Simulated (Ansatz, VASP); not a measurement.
# Two plane-wave programs on Zr2BN3

```
Zr B N
1.0
     3.06308    0.00000    0.00000
     0.00000    3.06308    0.00000
     0.00000    0.00000    6.78716
Zr B N
2 1 3
Direct
  0.00000 0.50000 0.70459
  0.50000 0.00000 0.29541
  0.00000 0.00000 0.00000
  0.50000 0.50000 0.00000
  0.00000 0.50000 0.36227
  0.50000 0.00000 0.63773
```

Change from the starting cell: species swapped into the Zr2CuSb3 type (P-4m2, No. 115).

Alike in both runs: functional PBE; k mesh 6 × 6 × 4; occupations gaussian, width 0.1 eV; no spin polarisation.

Ansatz relaxed the structure, and its values are those at the end. VASP's run is a single point on that final structure, the one shown.

|  | VASP | Ansatz |
| --- | --- | --- |
| version | VASP 6.6.1 | Ansatz 0.2.0 |
| potentials or method | VASP PAW PBE potentials, release 64 (Zr_sv, B, N), cutoff 520 eV | scalar-relativistic, plane waves, PAW |
| valence electrons in the cell | 42 | 42 |

Ansatz gave:

```
gap on the k mesh at the Fermi level (eV) : none
pressure (GPa)                            : -0.3
rms of the force components (eV/Å)        : 0.004
```

Q: What did VASP give for the same quantities?

A: gap on the k mesh at the Fermi level (eV): none; pressure (GPa): -0.1; rms of the force components (eV/Å): 0.001.

A gap of «none» marks a metal or a gap that the smearing closes. With one functional, cell and mesh, what is left measures potentials, basis and numerics.
